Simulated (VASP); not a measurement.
# Ga (P6/mmm) in VASP: a series of runs, part 3 of 3

VASP 6.6.1. Earlier steps stand in the parts before.

## (4) Single point, PBE

This run uses another cell than the first one, of 8.72 Å³/atom, 1.125 times its volume.

Input file INCAR:

```
ALGO = Normal
EDIFF = 1E-7
ENCUT = 520
GGA = PE
ISIF = 2
ISMEAR = -1
LASPH = True
LCHARG = False
LREAL = False
LWAVE = False
NBANDS = 12
NELM = 100
PREC = Accurate
SIGMA = 0.05
```

Input file KPOINTS:

```
k-points
0
Gamma
  17 17 15
```

Input file POSCAR:

```
Ga
1.0
    2.1833885843      0.0000000000      0.0000000000
   -1.0916942922      1.8908699804      0.0000000000
    0.0000000000      0.0000000000      2.1121792804
Ga
1
Direct
    0.0000000000      0.0000000000      0.0000000000
```

Potentials or basis: VASP PAW PBE potentials, release 64 (Ga_d).

Command:

```console
> cat potpaw_PBE.64/Ga_d/POTCAR > POTCAR
> mpirun -np 1 vasp_std > vasp.out
```

OUTCAR:

```text
EDIFF = 1E-7
   ENCUT = 520
   GGA = PE
   ISIF = 2
   ISMEAR = -1
   LASPH = True
   LREAL = False
   NELM = 100
   PREC = Accurate

 ion  position               nearest neighbor table
   1  0.000  0.000  0.000-

  LATTYP: Found a hexagonal cell.
 ALAT       =     2.1833885843
 C/A-ratio  =     0.9673858770

  Lattice vectors:

 A1 = (   2.1833885843,   0.0000000000,   0.0000000000)
 A2 = (  -1.0916942922,   1.8908699804,   0.0000000000)
 A3 = (   0.0000000000,   0.0000000000,   2.1121792804)

Analysis of symmetry for initial positions (statically):
=====================================================================
 Subroutine PRICEL returns:
 Original cell was already a primitive cell.

 Routine SETGRP: Setting up the symmetry group for a
 hexagonal supercell.

 Subroutine GETGRP returns: Found 24 space group operations
 (whereof 24 operations were pure point group operations)
 out of a pool of 24 trial point group operations.

The static configuration has the point symmetry D_6h.

Analysis of symmetry for dynamics (positions and initial velocities):
=====================================================================
 Subroutine PRICEL returns:
 Original cell was already a primitive cell.

 Routine SETGRP: Setting up the symmetry group for a
 hexagonal supercell.

 Subroutine GETGRP returns: Found 24 space group operations
 (whereof 24 operations were pure point group operations)
 out of a pool of 24 trial point group operations.

The dynamic configuration has the point symmetry D_6h.

 Subroutine INISYM returns: Found 24 space group operations
 (whereof 24 operations are pure point group operations),
 and found     1 'primitive' translations

----------------------------------------------------------------------------------------

                                     Primitive cell

  volume of cell :       8.7201

  direct lattice vectors                    reciprocal lattice vectors
     2.183388584  0.000000000  0.000000000     0.458003677  0.264428546  0.000000000
    -1.091694292  1.890869980  0.000000000     0.000000000  0.528857092  0.000000000
     0.000000000  0.000000000  2.112179280     0.000000000  0.000000000  0.473444659

  length of vectors
     2.183388584  2.183388584  2.112179280     0.528857092  0.528857092  0.473444659

  position of ions in fractional coordinates (direct lattice)
     0.000000000  0.000000000  0.000000000

  ion indices of the primitive-cell ions
   primitive index   ion index
                 1           1

----------------------------------------------------------------------------------------

 KPOINTS: k-points

Automatic generation of k-mesh.
 Grid dimensions read from file:
 generate k-points for:   17   17   15

 Generating k-lattice:

  Cartesian coordinates                     Fractional coordinates (reciprocal lattice)
     0.026941393  0.015554620  0.000000000     0.058823529 -0.000000000  0.000000000
     0.000000000  0.031109241  0.000000000     0.000000000  0.058823529  0.000000000
     0.000000000  0.000000000  0.031562977     0.000000000  0.000000000  0.066666667

  Length of vectors
     0.031109241  0.031109241  0.031562977

  Shift w.r.t. Gamma in fractional coordinates (k-lattice)
     0.000000000  0.000000000  0.000000000

 Subroutine IBZKPT returns following result:
 ===========================================

 Found    264 irreducible k-points:

 Following reciprocal coordinates:
            Coordinates               Weight
  0.000000  0.000000  0.000000      1.000000
  0.058824  0.000000  0.000000      6.000000
  0.117647  0.000000  0.000000      6.000000
  0.176471  0.000000  0.000000      6.000000
  0.235294  0.000000  0.000000      6.000000
  0.294118  0.000000  0.000000      6.000000
[... 16 lines left out ...]
  0.411765  0.117647  0.000000     12.000000
  0.176471  0.176471  0.000000      6.000000
 [... further k-points ...]
   k-points           NKPTS =    264   k-points in BZ     NKDIM =    264   number of bands    NBANDS=     12
   number of dos      NEDOS =    301   number of ions     NIONS =      1
   total plane-waves  NPLWV =   4096
   dimension x,y,z NGX =    16 NGY =   16 NGZ =   16
   dimension x,y,z NGXF=    32 NGYF=   32 NGZF=   32
   ions per type =               1
   NGX,Y,Z   is equivalent  to a cutoff of  12.18, 12.18, 12.59 a.u.
   NGXF,Y,Z  is equivalent  to a cutoff of  24.37, 24.37, 25.19 a.u.
 SYSTEM =  unknown system
   PREC   = accura    normal or accurate (medium, high low for compatibility)
   ISTART =      0    job   : 0-new  1-cont  2-samecut
   ICHARG =      2    charge: 1-file 2-atom 10-const
   ISPIN  =      1    spin polarized calculation?
   LNONCOLLINEAR =      F non collinear calculations
   LSORBIT =      F    spin-orbit coupling
   LASPH  =      T    aspherical Exc in radial PAW
   ENCUT  =  520.0 eV  38.22 Ry    6.18 a.u.   4.06  4.06  3.93*2*pi/ulx,y,z
   NELM   =    100;   NELMIN=  2; NELMDL= -5     # of ELM steps
   EDIFF  = 0.1E-06   stopping-criterion for ELM
   LREAL  =      F    real-space projection
   EDIFFG = 0.1E-05   stopping-criterion for IOM
   NSW    =      0    number of steps for IOM
   IBRION =     -1    ionic relax: 0-MD 1-quasi-New 2-CG
   NFREE  =      0    steps in history (QN), initial steepest desc. (CG)
   ISIF   =      2    stress and relaxation
   ISYM   =      2    0-nonsym 1-usesym 2-fastsym
   POTIM  = 0.5000    time-step for ionic-motion
   TEBEG  =    0.0;   TEEND  =   0.0 temperature during run
   PSTRESS=    0.0 pullay stress
   NELECT =      13.0000    total number of electrons
   NUPDOWN=      -1.0000    fix difference up-down
   EMIN   =  10.00;   EMAX   =-10.00  energy-range for DOS
   EFERMI =   0.00;   METHOD = LEGACY
   ISMEAR =    -1;   SIGMA  =   0.05  broadening in eV -4-tet -1-fermi 0-gaus
   EFERMI_NEDOS =   21; number of points for ismear=-14 and -15
   IALGO  =     38    algorithm
   IMIX   =      4    mixing-type and parameters
     AMIX     =   0.40;   BMIX     =  1.00
     AMIX_MAG =   1.60;   BMIX_MAG =  1.00
  volume/ion in A,a.u.               =       8.72        58.85
  Fermi-wavevector in a.u.,A,eV,Ry     =   1.870172  3.534112 47.586945  3.497542
  Thomas-Fermi vector in A             =   2.916048
   LORBIT       =      0    0 simple, 1 ext, 2 COOP (PROOUT), +10 PAW based schemes
   GGA     = PE    functional components
   LHFCALC =     F    Hartree Fock is set to
   AEXX    =    0.0000 exact exchange contribution
   IVDW    =     0    specifies the selected vdW correction
   LEPSILON=     F    determine dielectric tensor
   LRPA    =     F    only Hartree local field effects (RPA)
 non-spin polarized calculation
  energy-cutoff  :      520.00
  volume of cell :        8.72
 maximum number of plane-waves:       245
   NGX =  9   NGY =  9   NGZ =  7

 number of electron      13.0000002 magnetization

 Free energy of the ion-electron system (eV)
  ---------------------------------------------------
  ext. energy  EPLUGINS =         0.00000000
  ---------------------------------------------------
  free energy    TOTEN  =         1.43377027 eV

  energy without entropy =        1.43606099  energy(sigma->0) =        1.43491563

 E-fermi :  15.8524     XC(G=0): -15.4970

 val. band max:       15.8474084578   @ k =   0.3529   0.1765   0.4667
 cond. band min:      15.8784788896   @ k =   0.2941   0.1765   0.0000
 fundamental gap:      0.0310704319
 Fermi energy:        15.8524016363

 k-point     1 :       0.0000    0.0000    0.0000
  band No.  band energies     occupation
      1      -3.2833      2.00000
      2      -2.5907      2.00000
      3      -1.3249      2.00000
      4      -1.3249      2.00000
      5       0.0691      2.00000
      6       0.0691      2.00000
      7      29.6658      0.00000
      8      34.7965      0.00000
      9      36.6348      0.00000
     10      38.4410      0.00000
     11      38.4410      0.00000
     12      41.9859      0.00000
[... 331 lines left out ...]
 k-point    24 :       0.1765    0.1765    0.0000
  band No.  band energies     occupation
      1      -2.1831      2.00000
      2      -1.8095      2.00000
      3      -1.0947      2.00000
      4      -0.4545      2.00000
      5      -0.0995      2.00000
      6       1.7077      2.00000
      7      22.2162      0.00000
      8      22.7186      0.00000
      9      34.6685      0.00000
     10      37.2708      0.00000
     11      42.7182      0.00000
     12      46.5152      0.00000

 [... further k-points ...]

------------------------ aborting loop because EDIFF is reached ----------------------------------------

  FORCE on cell =-STRESS in cart. coord.  units (eV):
  Direction    XX          YY          ZZ          XY          YZ          ZX
  --------------------------------------------------------------------------------------
  -------------------------------------------------------------------------------------
  Total       15.0323661     15.0323661     15.0536149     -0.0000000      0.0000000      0.0000000
  in kB     2761.9413163   2761.9413165   2765.8454265     -0.0000001      0.0000000      0.0000000
  external PRESSURE =    2763.2426864 kB  Pullay stress =       0.0000000 kB

 VOLUME and BASIS-vectors are now :
 -----------------------------------------------------------------------------
  energy-cutoff  :      520.00
  volume of cell :        8.72
      direct lattice vectors                 reciprocal lattice vectors
     2.183388584  0.000000000  0.000000000     0.458003677  0.264428546  0.000000000
    -1.091694292  1.890869980  0.000000000     0.000000000  0.528857092  0.000000000
     0.000000000  0.000000000  2.112179280     0.000000000  0.000000000  0.473444659

 POSITION                                       TOTAL-FORCE (eV/Angst)
 -----------------------------------------------------------------------------------
      0.00000      0.00000      0.00000        -0.000000      0.000000      0.000000
 -----------------------------------------------------------------------------------
    total drift:                               -0.000000      0.000000      0.000000

  FREE ENERGIE OF THE ION-ELECTRON SYSTEM (eV)
  ---------------------------------------------------
  free  energy   TOTEN  =         1.4337702744 eV

  energy  without entropy=        1.4360609924  energy(sigma->0) =        1.43491563
```

stdout:

```text
POSCAR found type information on POSCAR Ga
 POSCAR found :  1 types and       1 ions
 scaLAPACK will be used
 LDA part: xc-table for (Slater+PW92), standard interpolation
 POSCAR, INCAR and KPOINTS ok, starting setup
 FFT: planning ... GRIDC
 FFT: planning ... GRID_SOFT
 FFT: planning ... GRID
 WAVECAR not read
 entering main loop
```

Run time: 8.9 s. Hardware: 1 thread of Intel Xeon 6975P-C (Granite Rapids), shared host; peak memory 0.13 GiB.

Results:

| Quantity | Value |
| --- | --- |
| Free energy | 1.4338 eV |
| Pressure | 276.3 GPa |

## (5) Single point, PBE

Input file INCAR:

```
SYSTEM = Ga
  ALGO = Normal
  EDIFF = 1E-6
  ENCUT = 520
  GGA = PE
  ISIF = 2
  ISMEAR = -1
  LASPH = .True.
  LCHARG = .False.
  LREAL = .False.
  LWAVE = .False.
  NBANDS = 12
  NELM = 60
  PREC = Accurate
  SIGMA = 0.05
```

Input file KPOINTS:

```
k-points
0
Gamma
  17 17 15
  0 0 0
```

POSCAR is that of step 4.

Command:

```console
> cat potpaw_PBE.64/Ga_d/POTCAR > POTCAR
> mpirun -np 1 vasp_std > vasp.out
```

It took 7 s on 1 thread of Intel Xeon 6975P-C (Granite Rapids), shared host; peak memory 0.13 GiB.

Results (log left out):

| Item | Value |
| --- | --- |
| Free energy | 1.4338 eV |
| Pressure | 276.3 GPa |

Stress tensor (GPa, compression positive):
```
276.15   0.00   0.00
  0.00 276.15   0.00
  0.00   0.00 276.54
```

Levels at points of the mesh, in eV from the Fermi level:
```csv
k point,band 2,band 3,band 4,band 5,band 6,band 7,band 8,band 9,band 10,band 11
"(0.00, 0.00, 0.00)",-18.44,-17.18,-17.18,-15.78,-15.78,13.81,18.94,20.78,22.59,22.59
```

## (6) Single point, PBE

This run uses another cell than the first one, of 10.66 Å³/atom, 1.375 times its volume.

Input file INCAR:

```
  PREC = Accurate
  ENCUT = 520
  EDIFF = 1E-7
  ISMEAR = -1
  SIGMA = 0.05
  LREAL = False
  LASPH = True
  NELM = 100
  ALGO = Normal
  ISIF = 2
  LWAVE = False
  LCHARG = False
  GGA = PE
  NBANDS = 12
```

Input file KPOINTS:

```
regular mesh
0
Gamma
  17 17 15
```

Input file POSCAR:

```
Ga
1.0
    2.3349176699      0.0000000000      0.0000000000
   -1.1674588349      2.0220980178      0.0000000000
    0.0000000000      0.0000000000      2.2573550916
Ga
1
Direct
    0.0000000000      0.0000000000      0.0000000000
```

Potentials or basis: VASP PAW PBE potentials, release 64 (Ga_d).

Command:

```console
> cat potpaw_PBE.64/Ga_d/POTCAR > POTCAR
> mpirun -np 1 vasp_std > vasp.out
```

OUTCAR:

```text
PREC = Accurate
   ENCUT = 520
   EDIFF = 1E-7
   ISMEAR = -1
   LREAL = False
   LASPH = True
   NELM = 100
   ISIF = 2
   GGA = PE

 ion  position               nearest neighbor table
   1  0.000  0.000  0.000-

  LATTYP: Found a hexagonal cell.
 ALAT       =     2.3349176699
 C/A-ratio  =     0.9667814505

  Lattice vectors:

 A1 = (   2.3349176699,   0.0000000000,   0.0000000000)
 A2 = (  -1.1674588349,   2.0220980178,   0.0000000000)
 A3 = (   0.0000000000,   0.0000000000,   2.2573550916)

Analysis of symmetry for initial positions (statically):
=====================================================================
 Subroutine PRICEL returns:
 Original cell was already a primitive cell.

 Routine SETGRP: Setting up the symmetry group for a
 hexagonal supercell.

 Subroutine GETGRP returns: Found 24 space group operations
 (whereof 24 operations were pure point group operations)
 out of a pool of 24 trial point group operations.

The static configuration has the point symmetry D_6h.

Analysis of symmetry for dynamics (positions and initial velocities):
=====================================================================
 Subroutine PRICEL returns:
 Original cell was already a primitive cell.

 Routine SETGRP: Setting up the symmetry group for a
 hexagonal supercell.

 Subroutine GETGRP returns: Found 24 space group operations
 (whereof 24 operations were pure point group operations)
 out of a pool of 24 trial point group operations.

The dynamic configuration has the point symmetry D_6h.

 Subroutine INISYM returns: Found 24 space group operations
 (whereof 24 operations are pure point group operations),
 and found     1 'primitive' translations

[... 113 lines left out ...]
  volume/ion in A,a.u.               =      10.66        71.92
  Fermi-wavevector in a.u.,A,eV,Ry     =   1.749167  3.305447 41.628207  3.059587
  Thomas-Fermi vector in A             =   2.820133
   LORBIT       =      0    0 simple, 1 ext, 2 COOP (PROOUT), +10 PAW based schemes
   GGA     = PE    functional components
   LHFCALC =     F    Hartree Fock is set to
   AEXX    =    0.0000 exact exchange contribution
   IVDW    =     0    specifies the selected vdW correction
   LEPSILON=     F    determine dielectric tensor
   LRPA    =     F    only Hartree local field effects (RPA)
 non-spin polarized calculation
  energy-cutoff  :      520.00
  volume of cell :       10.66
 maximum number of plane-waves:       302
 NGX is ok and might be reduce to    18

 number of electron      13.0000004 magnetization

 Free energy of the ion-electron system (eV)
  ---------------------------------------------------
  ext. energy  EPLUGINS =         0.00000000
  ---------------------------------------------------
  free energy    TOTEN  =        -0.89235362 eV

  energy without entropy =       -0.88918064  energy(sigma->0) =       -0.89076713

 E-fermi :  12.2602     XC(G=0): -14.1685

 val. band max:       12.2559814419   @ k =   0.2941   0.1765   0.0667
 cond. band min:      12.2627555166   @ k =   0.3529   0.1765   0.3333
 fundamental gap:      0.0067740747
 Fermi energy:        12.2602010128

 k-point     1 :       0.0000    0.0000    0.0000
  band No.  band energies     occupation
      1      -4.7724      2.00000
      2      -4.0888      2.00000
      3      -3.8518      2.00000
      4      -3.8518      2.00000
      5      -2.9114      2.00000
      6      -2.9114      2.00000
      7      24.6029      0.00000
      8      28.8457      0.00000
      9      31.6558      0.00000
     10      31.6558      0.00000
     11      32.1323      0.00000
     12      35.3495      0.00000
[... 331 lines left out ...]
 k-point    24 :       0.1765    0.1765    0.0000
  band No.  band energies     occupation
      1      -4.4177      2.00000
      2      -4.1372      2.00000
      3      -3.4863      2.00000
      4      -3.2529      2.00000
      5      -3.0227      2.00000
      6      -0.2000      2.00000
      7      17.9010      0.00000
      8      18.0943      0.00000
      9      28.7737      0.00000
     10      31.5809      0.00000
     11      36.1698      0.00000
     12      39.2734      0.00000

 [... further k-points ...]

------------------------ aborting loop because EDIFF is reached ----------------------------------------

  FORCE on cell =-STRESS in cart. coord.  units (eV):
  Direction    XX          YY          ZZ          XY          YZ          ZX
  --------------------------------------------------------------------------------------
  -------------------------------------------------------------------------------------
  Total        8.5786646      8.5786646      8.5861114      0.0000000     -0.0000000      0.0000000
  in kB     1289.6047294   1289.6047293   1290.7241759      0.0000000     -0.0000000      0.0000000
  external PRESSURE =    1289.9778782 kB  Pullay stress =       0.0000000 kB

 VOLUME and BASIS-vectors are now :
 -----------------------------------------------------------------------------
  energy-cutoff  :      520.00
  volume of cell :       10.66
      direct lattice vectors                 reciprocal lattice vectors
     2.334917670  0.000000000  0.000000000     0.428280625  0.247267934  0.000000000
    -1.167458835  2.022098018  0.000000000     0.000000000  0.494535869  0.000000000
     0.000000000  0.000000000  2.257355092     0.000000000  0.000000000  0.442996321

 POSITION                                       TOTAL-FORCE (eV/Angst)
 -----------------------------------------------------------------------------------
      0.00000      0.00000      0.00000        -0.000000      0.000000      0.000000
 -----------------------------------------------------------------------------------
    total drift:                               -0.000000      0.000000      0.000000

  FREE ENERGIE OF THE ION-ELECTRON SYSTEM (eV)
  ---------------------------------------------------
  free  energy   TOTEN  =        -0.8923536188 eV

  energy  without entropy=       -0.8891806447  energy(sigma->0) =       -0.89076713
```

stdout:

```text
POSCAR found type information on POSCAR Ga
 POSCAR found :  1 types and       1 ions
 scaLAPACK will be used
 LDA part: xc-table for (Slater+PW92), standard interpolation
 POSCAR, INCAR and KPOINTS ok, starting setup
 FFT: planning ... GRIDC
 FFT: planning ... GRID_SOFT
 FFT: planning ... GRID
 WAVECAR not read
 entering main loop
```

Run time: 18 s. Hardware: 1 thread of Intel Xeon 6975P-C (Granite Rapids), shared host; peak memory 0.14 GiB.

Results:

```yaml
Free_energy: -0.8924 eV
Pressure: 129.0 GPa
```

Stress tensor (GPa, compression positive):
```
128.96   0.00   0.00
  0.00 128.96   0.00
  0.00   0.00 129.07
```

Levels at points of the mesh, in eV from the Fermi level:
| k point | band 3 | band 4 | band 5 | band 6 | band 7 | band 8 | band 9 | band 10 |
| --- | --- | --- | --- | --- | --- | --- | --- | --- |
| (0.00, 0.00, 0.00) | -16.11 | -16.11 | -15.17 | -15.17 | 12.34 | 16.59 | 19.40 | 19.40 |

## (7) The runs side by side

| cell | gap on the mesh (eV) | pressure (GPa) |
| --- | --- | --- |
| a = 2.100, b = 2.100, c = 2.030 Å, angles 90.0, 90.0, 120.0°, 1 atom | none | 418.8 |
| a = 2.183, b = 2.183, c = 2.112 Å, angles 90.0, 90.0, 120.0°, 1 atom | none | 276.3 |
| a = 2.335, b = 2.335, c = 2.257 Å, angles 90.0, 90.0, 120.0°, 1 atom | none | 129.0 |

Alike in all rows: task single point; level PBE; potentials or basis VASP PAW PBE potentials, release 64 (Ga_d); no spin polarisation; k mesh 17 × 17 × 15; cutoff (eV) 520; smearing fermi-dirac 0.05 eV.

Absolute energies hang on the potentials; compare differences alone.
